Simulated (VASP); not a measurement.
The system is Be.

```
Be
1.0
    -1.26581    1.26581    1.26581
     1.26581   -1.26581    1.26581
     1.26581    1.26581   -1.26581
Be
1
Direct
  0.00000 0.00000 0.00000
```

```yaml
Program: VASP 6.6.1
Task: relaxation of cell and atoms
Functional: LDA
Potentials_or_basis: VASP PAW LDA potentials, release 64 (Be)
Cutoff: 600 eV
k_mesh: 17 × 17 × 17
Occupations: fermi-dirac, width 0.1 eV
Spin: no spin polarisation
```

At the start: pressure -9.2 GPa; volume 8.11 Å³/atom.

**Question.** Where does the relaxation end?

**Answer.** Over 3 steps the energy falls by 19.0 meV/atom and the volume is 7.49 Å³/atom (-7.6 %); space group Im-3m (No. 229, to 0.05 Å).

The path:
```csv
step,energy change (eV),largest force (eV/Å),pressure (GPa),volume (Å³)
1,0.0000,0.0000,-9.22,8.11
2,-0.0186,0.0000,-1.51,7.58
3,-0.0190,0.0000,-0.06,7.49
```

Final structure:
```yaml
crystal:
  lattice:
    - [-1.23270, 1.23270, 1.23270]
    - [1.23270, -1.23270, 1.23270]
    - [1.23270, 1.23270, -1.23270]
  atoms:
    - { symbol: Be, position: [0.00000, 0.00000, 0.00000] }
```
